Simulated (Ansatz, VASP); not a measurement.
# Two plane-wave programs on Ba

File INCAR:

```
ALGO = Normal ; EDIFF = 1E-6
ENCUT = 520 ; GGA = CA
ISIF = 2 ; ISMEAR = -1
LASPH = True ; LCHARG = False
LREAL = False ; LWAVE = False
NBANDS = 11 ; NELM = 80
PREC = Accurate ; SIGMA = 0.2
```

File KPOINTS:

```
k-points
0
Gamma
  9 9 9
```

POSCAR

```
Ba
1.0
   -2.3789385306      2.3789385306      2.3789385306
    2.3789385306     -2.3789385306      2.3789385306
    2.3789385306      2.3789385306     -2.3789385306
Ba
1
Direct
    0.0000000000      0.0000000000      0.0000000000
```

Input for Ansatz:

```yaml
crystal:
  lattice:
    - [-2.3789385306, 2.3789385306, 2.3789385306]
    - [2.3789385306, -2.3789385306, 2.3789385306]
    - [2.3789385306, 2.3789385306, -2.3789385306]
  atoms:
    - { symbol: Ba, position: [0.0, 0.0, 0.0] }
hamiltonian:
  xc: lda
  pseudopotentials:
    kind: paw
    azcp:
      Ba: "pseudopotentials/Ba.paw.azcp"
basis:
  ecutwfc: 420
  fft_grid_basis: typed
kpoints:
  mp_grid: { grid: [9, 9, 9], shift: [0, 0, 0] }
magnetization:
  spin_polarized: false
scf:
  occupations: { method: fermi_dirac, width: 0.2 }
  lower_state_search: "off"
output:
  stress: true
```

Alike in both runs: task single point; functional LDA; k mesh 9 × 9 × 9; occupations fermi-dirac, width 0.2 eV; no spin polarisation.

|  | VASP | Ansatz |
| --- | --- | --- |
| version | VASP 6.6.1 | Ansatz 0.2.0 |
| potentials or method | VASP PAW LDA potentials, release 64 (Ba_sv), cutoff 520 eV | plane waves (420 eV) with PAW, scalar-relativistic |
| valence electrons in the cell | 10 | 10 |

```tsv
	VASP	Ansatz	Ansatz less VASP
pressure (GPa)	0.2	0.1	-0.10
```

Ansatz warns that its potentials were made for another functional, while VASP's fit it. LDA's correlation is that of Perdew and Zunger in VASP and of Perdew and Wang (1992) in Ansatz.

Neither program's run includes spin-orbit coupling.
